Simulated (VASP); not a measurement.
Ru, 4 atoms in the cell. The structure is hexagonal, space group P6_3/mmc (No. 194). The conventional cell has a = 2.767 Å, b = 2.767 Å, c = 8.884 Å, α = 90.00°, β = 90.00°, γ = 120.00°. Ru (site symmetry -3m) has 12 Ru at 2.74 to 2.77 Å within 3.6 Å. Ru (site symmetry -6m2) has 12 Ru at 2.74 to 2.77 Å within 3.6 Å. 

| Item | Value |
| --- | --- |
| Program | VASP 6.6.1 |
| Task | single point |
| Functional | LDA |
| Potentials or basis | VASP PAW LDA potentials, release 64 (Ru_pv) |
| Cutoff | 520 eV |
| k mesh | 15 × 15 × 4 |
| Occupations | fermi-dirac, width 0.1 eV |
| Spin | no spin polarisation |
| Dipole correction | no |
| Further INCAR settings | ALGO = Normal; EDIFF = 1e-07; NBANDS = 36 |

Potentials or basis: VASP PAW LDA potentials, release 64 (Ru_pv).

The run is started by

```console
$ cat potpaw_LDA.64/Ru_pv/POTCAR > POTCAR
$ mpirun -np 1 vasp_std > vasp.out
```

Hardware: 1 thread of Intel(R) Xeon(R) 6975P-C (Granite Rapids), with other jobs on the host.

Problem. Estimate the wall time of this run.

Solution. It took 58 s on 1 thread of Intel(R) Xeon(R) 6975P-C (Granite Rapids), with other jobs on the host, peak memory 0.24 GiB. Counts: scf iterations 13, k points 81.
